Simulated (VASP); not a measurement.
# Mg32O31 (a cell with a defect) in VASP: further runs, part 2 of 2

VASP 6.6.1. The steps go on from the part before.

## 3. Single point, PBEsol

Input file INCAR:

```
SYSTEM = Mg32O31
PREC     = Accurate       ! precision mode
ENCUT    = 520            ! plane-wave cutoff, eV
EDIFF    = 1E-7           ! SCF threshold, eV
ISMEAR   = 0              ! smearing method
SIGMA    = 0.05           ! smearing width, eV
LREAL    = Auto         
LASPH    = .TRUE.         ! aspherical terms in the spheres
NELM     = 100            ! most SCF steps
ALGO     = Normal         ! electronic algorithm
ISIF     = 2              ! what is computed and relaxed
LWAVE    = .FALSE.        ! write WAVECAR
LCHARG   = .TRUE.         ! write CHGCAR
GGA      = PS             ! functional
LELF     = .TRUE.         ! ELF
LVHAR    = .TRUE.       
NBANDS   = 162            ! bands
```

Input file KPOINTS:

```
Automatic mesh
0
G
  1 1 1
  0 0 0
```

Input file POSCAR:

```
Mg32O31
1.0
    8.8806000000      0.0000000000      0.0000000000
    0.0000000000      8.8806000000      0.0000000000
    0.0000000000      0.0000000000      8.8806000000
Mg O
32 31
Direct
    0.5000909340      0.0000909340      0.0000909340
    0.7500000000      0.2500000000     -0.0123512855
    0.7500000000     -0.0123512855      0.2500000000
   -0.0000909340      0.0000909340      0.0000909340
    0.2500000000      0.2500000000     -0.0029360190
    0.5000909340      0.4999090660      0.0000909340
    0.7500000000      0.7500000000     -0.0029360190
    0.2500000000     -0.0029360190      0.2500000000
    0.4876487145      0.2500000000      0.2500000000
    0.7500000000      0.5123512855      0.2500000000
    0.5000909340      0.0000909340      0.4999090660
    0.7500000000      0.2500000000      0.5123512855
    0.7500000000     -0.0029360190      0.7500000000
   -0.0000909340      0.4999090660      0.0000909340
    0.2500000000      0.7500000000     -0.0008323582
    0.0123512855      0.2500000000      0.2500000000
    0.2500000000      0.5029360190      0.2500000000
    0.4970639810      0.7500000000      0.2500000000
   -0.0000909340      0.0000909340      0.4999090660
    0.2500000000      0.2500000000      0.5029360190
    0.5000909340      0.4999090660      0.4999090660
    0.7500000000      0.7500000000      0.5029360190
    0.2500000000     -0.0008323582      0.7500000000
    0.4970639810      0.2500000000      0.7500000000
    0.7500000000      0.5029360190      0.7500000000
    0.0029360190      0.7500000000      0.2500000000
   -0.0000909340      0.4999090660      0.4999090660
    0.2500000000      0.7500000000      0.5008323582
    0.0029360190      0.2500000000      0.7500000000
    0.2500000000      0.5008323582      0.7500000000
    0.4991676418      0.7500000000      0.7500000000
    0.0008323582      0.7500000000      0.7500000000
    0.7500000000     -0.0004763595      0.5004763595
    0.0004763595      0.5004763595      0.2500000000
    0.0004763595      0.2500000000      0.5004763595
    0.2500000000      0.2500000000      0.2500000000
    0.4995236405      0.5004763595      0.2500000000
    0.7500000000      0.7500000000      0.2500000000
    0.0004763595     -0.0004763595      0.2500000000
    0.4995236405      0.2500000000      0.5004763595
    0.7500000000      0.5004763595      0.5004763595
   -0.0000799976      0.7500000000      0.4999200024
    0.7500000000      0.2500000000      0.7500000000
   -0.0000799976      0.4999200024      0.7500000000
    0.0004763595      0.2500000000     -0.0004763595
    0.2500000000      0.7500000000      0.2500000000
    0.4995236405     -0.0004763595      0.2500000000
    0.2500000000      0.4999200024      0.4999200024
    0.5000799976      0.7500000000      0.4999200024
    0.2500000000      0.2500000000      0.7500000000
    0.5000799976      0.4999200024      0.7500000000
    0.7500000000      0.7500000000      0.7500000000
   -0.0000799976      0.0000799976      0.7500000000
    0.4995236405      0.2500000000     -0.0004763595
    0.7500000000      0.5004763595     -0.0004763595
   -0.0000799976      0.7500000000      0.0000799976
    0.2500000000      0.0000799976      0.4999200024
    0.2500000000      0.7500000000      0.7500000000
    0.5000799976      0.0000799976      0.7500000000
    0.2500000000      0.4999200024      0.0000799976
    0.5000799976      0.7500000000      0.0000799976
    0.7500000000     -0.0004763595     -0.0004763595
    0.2500000000      0.0000799976      0.0000799976
```

Potentials or basis: VASP PAW PBE potentials, release 64 (Mg, O).

Launch:

```bash
$ cat potpaw_PBE.64/Mg/POTCAR potpaw_PBE.64/O/POTCAR > POTCAR
$ mpirun -np 1 vasp_gam > vasp.out
```

Run time: 7.5 min. Hardware: 1 thread of Intel Xeon 8259CL, shared host; peak memory 0.67 GiB.

The run converged. Its results:

```yaml
Free_energy: -382.3164 eV
Pressure: -16.7 GPa
Largest_force: 0.020 eV/Å
Band_gap_on_the_k_mesh: 1.95 eV
```

Forces on the atoms (eV/Å):
```
Mg  -0.012 -0.012 -0.012
Mg   0.000  0.000  0.011
Mg   0.000  0.011  0.000
Mg   0.012 -0.012 -0.012
Mg   0.000  0.000 -0.018
Mg  -0.012  0.012 -0.012
Mg   0.000  0.000 -0.018
Mg   0.000 -0.018  0.000
Mg   0.011  0.000  0.000
Mg   0.000 -0.011  0.000
Mg  -0.012 -0.012  0.012
Mg   0.000  0.000 -0.011
Mg   0.000 -0.018  0.000
Mg   0.012  0.012 -0.012
Mg   0.000  0.000 -0.011
Mg  -0.011  0.000  0.000
Mg   0.000  0.018  0.000
Mg  -0.018  0.000  0.000
Mg   0.012 -0.012  0.012
Mg   0.000  0.000  0.018
Mg  -0.012  0.012  0.012
Mg   0.000  0.000  0.018
Mg   0.000 -0.011  0.000
Mg  -0.018  0.000  0.000
Mg   0.000  0.018  0.000
Mg   0.018  0.000  0.000
Mg   0.012  0.012  0.012
Mg   0.000  0.000  0.011
Mg   0.018  0.000  0.000
Mg   0.000  0.011  0.000
Mg  -0.011  0.000  0.000
Mg   0.011  0.000  0.000
O    0.000  0.011 -0.011
O   -0.011 -0.011  0.000
O   -0.011  0.000 -0.011
O    0.000  0.000  0.000
O    0.011 -0.011  0.000
O    0.000  0.000  0.000
O   -0.011  0.011  0.000
O    0.011  0.000 -0.011
O    0.000 -0.011 -0.011
O   -0.008  0.000 -0.008
O    0.000  0.000  0.000
O   -0.008 -0.008  0.000
O   -0.011  0.000  0.011
O    0.000  0.000  0.000
O    0.011  0.011  0.000
O    0.000 -0.008 -0.008
O    0.008  0.000 -0.008
O    0.000  0.000  0.000
O    0.008 -0.008  0.000
O    0.000  0.000  0.000
O   -0.008  0.008  0.000
O    0.011  0.000  0.011
O    0.000 -0.011  0.011
O   -0.008  0.000  0.008
O    0.000  0.008 -0.008
O    0.000  0.000  0.000
O    0.008  0.008  0.000
O    0.000 -0.008  0.008
O    0.008  0.000  0.008
O    0.000  0.011  0.011
O    0.000  0.008  0.008
```

Levels at points of the mesh, in eV from the valence-band top:
| k point | band 122 | band 123 | band 124 | band 125 | band 126 | band 127 | band 128 | band 129 |
| --- | --- | --- | --- | --- | --- | --- | --- | --- |
| (0.00, 0.00, 0.00) | -2.10 | -2.10 | -2.10 | 0.00 | 1.95 | 3.69 | 3.69 | 3.69 |

Caveat: the k points lie up to 0.71 Å⁻¹ apart; the PAW data sets were made with another functional, which shifts forces and pressure a little.
